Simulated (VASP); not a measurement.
BeCd3S2, 6 atoms in the cell. It takes space group P-4m2 (No. 115, tetragonal). The conventional cell has a = 4.658 Å, b = 4.658 Å, c = 6.634 Å, α = 90.00°, β = 90.00°, γ = 90.00°. Within 3.7 Å of Be (site symmetry -4m2) lie 4 S at 2.79 Å and 6 Cd at 3.29 to 3.32 Å. Cd (site symmetry -4m2) has 4 S at 2.93 Å and 6 Cd at 3.29 to 3.32 Å within 3.9 Å. Within 3.9 Å of Cd (site symmetry -4m2) lie 4 S at 2.93 Å and 4 Cd at 3.29 Å and 2 Be at 3.32 Å. Within 3.7 Å of Cd (site symmetry -4m2) lie 4 S at 2.79 Å and 4 Be at 3.29 Å and 2 Cd at 3.32 Å. S (site symmetry 2mm) has 2 Be at 2.79 Å and 6 Cd at 2.79 to 2.93 Å within 3.7 Å. The cell was generated, and may not be a known phase.

* Program: VASP 6.6.1
* Task: relaxation of cell and atoms
* Functional: PBE
* Potentials or basis: VASP PAW PBE potentials, release 64 (Be, Cd, S)
* Cutoff: 600 eV
* k mesh: 4 × 4 × 4
* Occupations: gaussian, width 0.1 eV
* Spin: no spin polarisation
* Dipole correction: no
* Further INCAR settings: ALGO = Normal; EDIFF = 1e-06; IBRION = 2; EDIFFG = -0.04; NSW = 90; ISIF = 3

Potentials or basis: VASP PAW PBE potentials, release 64 (Be, Cd, S).

Run with:

```sh
$ cat potpaw_PBE.64/Be/POTCAR potpaw_PBE.64/Cd/POTCAR potpaw_PBE.64/S/POTCAR > POTCAR
$ mpirun -np 1 vasp_std > vasp.out
```

Hardware: 1 thread of Intel Xeon 8259CL, on a shared host.

Problem. Estimate the wall time of this run.

Solution. Wall time 49 min on 1 thread of Intel Xeon 8259CL, with other jobs on the host, peak memory 0.35 GiB. Counts: scf iterations 288, k points 18, ion steps 32.
